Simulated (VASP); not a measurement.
Input of a VASP 6.6.1 run:

The input POSCAR:

```
KCl
1.0
    3.1464700000      3.1464700000      0.0000000000
   -3.1464700000      3.1464700000      0.0000000000
    0.0000000000      3.1464700000      3.1464700000
K Cl
1 1
Direct
    0.0000000000      0.0000000000      0.0000000000
    0.5000000000      0.5000000000      0.0000000000
```

Contents of INCAR.step1:

```
SYSTEM = KCl
  PREC = Accurate
  ENCUT = 600
  ISMEAR = 0
  SIGMA = 0.01
  LREAL = .FALSE.
  LASPH = .TRUE.
  NELM = 100
  GGA = PE
  ALGO = Normal
  EDIFF = 1E-4
  LWAVE = .TRUE.
  LCHARG = .FALSE.
```

INCAR.step2

```
SYSTEM = KCl
  PREC = Accurate
  ENCUT = 600
  EDIFF = 1E-6
  ISMEAR = 0
  SIGMA = 0.01
  LREAL = .FALSE.
  LASPH = .TRUE.
  NELM = 100
  ALGO = Normal
  ISIF = 3
  LWAVE = .FALSE.
  LCHARG = .FALSE.
  METAGGA = R2SCAN
  LMIXTAU = .TRUE.
  IBRION = 2
  NSW = 100
  EDIFFG = -0.002
  PSTRESS = 20.0
  ISTART = 1
```

Contents of KPOINTS:

```
Automatic mesh
0
G
  6 6 6
  0 0 0
```

Potentials or basis: VASP PAW PBE potentials, release 64 (K_sv, Cl).

Command:

```sh
$ cat potpaw_PBE.64/K_sv/POTCAR potpaw_PBE.64/Cl/POTCAR > POTCAR
$ cp INCAR.step1 INCAR
$ mpirun -np 1 vasp_std > vasp.out
$ cp INCAR.step2 INCAR
$ mpirun -np 1 vasp_std > vasp.out
```

Q: Estimate the band gap on the k mesh.

A: 6.14 eV.

Q: Estimate the space group after relaxing (to 0.1 Å).

A: Fm-3m (No. 225).

The path:
| step | energy change (eV) | largest force (eV/Å) | pressure (GPa) | volume (Å³) |
| --- | --- | --- | --- | --- |
| 1 | 0.0000 | 0.0000 | 0.02 | 62.30 |
| 2 | 0.0131 | 0.0000 | 1.28 | 58.89 |
| 3 | 0.0278 | 0.0000 | 1.96 | 57.42 |
| 4 | 0.0290 | 0.0000 | 2.01 | 57.33 |

Caveat: the cell is relaxed towards a set pressure, so the run minimises the enthalpy, not the energy; the PAW data sets were made with another functional, which shifts forces and pressure a little.
